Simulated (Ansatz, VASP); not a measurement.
## Two plane-wave programs on AlNi

File INCAR:

```
PREC     = Accurate       # precision mode
ENCUT    = 520            # plane-wave cutoff, eV
EDIFF    = 1E-7           # SCF threshold, eV
ISMEAR   = 0              # smearing method
SIGMA    = 0.15           # smearing width, eV
LREAL    = F              # projectors in reciprocal space
LASPH    = T              # aspherical terms in the spheres
NELM     = 100            # most SCF steps
ALGO     = Fast           # electronic algorithm
ISIF     = 2              # what is computed and relaxed
LWAVE    = F              # write WAVECAR
LCHARG   = F              # write CHGCAR
GGA      = PS             # functional
NBANDS   = 14             # bands
```

File KPOINTS:

```
Automatic mesh
0
Gamma
  16 16 16
```

Contents of POSCAR:

```
AlNi
1.0
    3.1114800000      0.0000000000      0.0000000000
    0.0000000000      3.1114800000      0.0000000000
    0.0000000000      0.0000000000      2.8810000000
Al Ni
1 1
Direct
    0.0000000000      0.0000000000      0.0000000000
    0.5000000000      0.5000000000      0.5000000000
```

Input for Ansatz:

```yaml
crystal:
  lattice:
    - [3.11148, 0.0, 0.0]
    - [0.0, 3.11148, 0.0]
    - [0.0, 0.0, 2.881]
  atoms:
    - { symbol: Al, position: [0.0, 0.0, 0.0] }
    - { symbol: Ni, position: [0.5, 0.5, 0.5] }
basis:
  ecutwfc: 420
kpoints:
  mp_grid: { grid: [16, 16, 16] }
hamiltonian:
  xc: pbesol
scf:
  occupations: { method: gaussian, width: 0.15 }
output:
  forces: true
  stress: true
  eigenvalues: true
```

Change from the starting cell: strain +0.080 along x and y, +0.000 along z, atoms carried along.

Alike in both runs: task single point; functional PBEsol; k mesh 16 × 16 × 16; occupations gaussian, width 0.15 eV; no spin polarisation.

```csv
,VASP,Ansatz
version,VASP 6.6.1,Ansatz 0.2.0
potentials or method,"VASP PAW PBE potentials, release 64 (Al, Ni), cutoff 520 eV","scalar-relativistic, plane waves, PAW"
valence electrons in the cell,13,21
```

|  | VASP | Ansatz | Ansatz less VASP |
| --- | --- | --- | --- |
| gap on the k mesh at the Fermi level (eV) | none | none | - |
| pressure (GPa) | -20.0 | -20.3 | -0.25 |
| traceless stress, the component that is largest in VASP (GPa) | 2.92 | 2.84 | -0.075 |

VASP's potentials were made for PBE, not for PBEsol. A gap of «none» marks a metal or a gap that the smearing closes. VASP's potentials hold 13 valence electrons a cell and Ansatz's 21, so a difference there can come from the potentials and not from the codes.
